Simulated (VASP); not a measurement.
Wanted: the native input for a VASP 6.6.1 run.

| Property | Result |
| --- | --- |
| Task | single point |
| Functional | PBE |
| Potentials or basis | VASP PAW PBE potentials, release 64 (Pb_d) |
| Cutoff | 520 eV |
| k mesh | 9 × 9 × 9 |
| Occupations | fermi-dirac, width 0.05 eV |
| Spin | no spin polarisation |
| Dipole correction | no |
| Further INCAR settings | ALGO = Normal; EDIFF = 1e-06; NBANDS = 13 |

The structure of Pb lies in POSCAR:

```
Pb
1.0
    0.0000000000      2.4750200000      2.4750200000
    2.4750200000      0.0000000000      2.4750200000
    2.4750200000      2.4750200000      0.0000000000
Pb
1
Direct
    0.0000000000      0.0000000000      0.0000000000
```

One way to write it, as run:

INCAR

```
ALGO = Normal ; EDIFF = 1E-6
ENCUT = 520 ; GGA = PE
ISIF = 2 ; ISMEAR = -1
LASPH = T ; LCHARG = F
LREAL = F ; LWAVE = F
NBANDS = 13 ; NELM = 100
PREC = Accurate ; SIGMA = 0.05
```

KPOINTS

```
k-points
0
Gamma
  9 9 9
```

Potentials or basis: VASP PAW PBE potentials, release 64 (Pb_d).

Run with:

```bash
$ cat potpaw_PBE.64/Pb_d/POTCAR > POTCAR
$ mpirun -np 1 vasp_std > vasp.out
```

It gave:

```json
{
  "Pressure": "2.2 GPa",
  "Band gap on the k mesh": "zero (band 7 reaches 14.70 eV, above the bottom of band 8 at 5.74 eV)"
}
```

Caveat: spin-orbit coupling is left out, which moves the levels of the heavy elements.

Run time: 7.9 s on 1 thread of Intel(R) Xeon(R) Platinum 8375C CPU @ 2.90GHz (Ice Lake), on a shared host, peak memory 0.16 GiB.
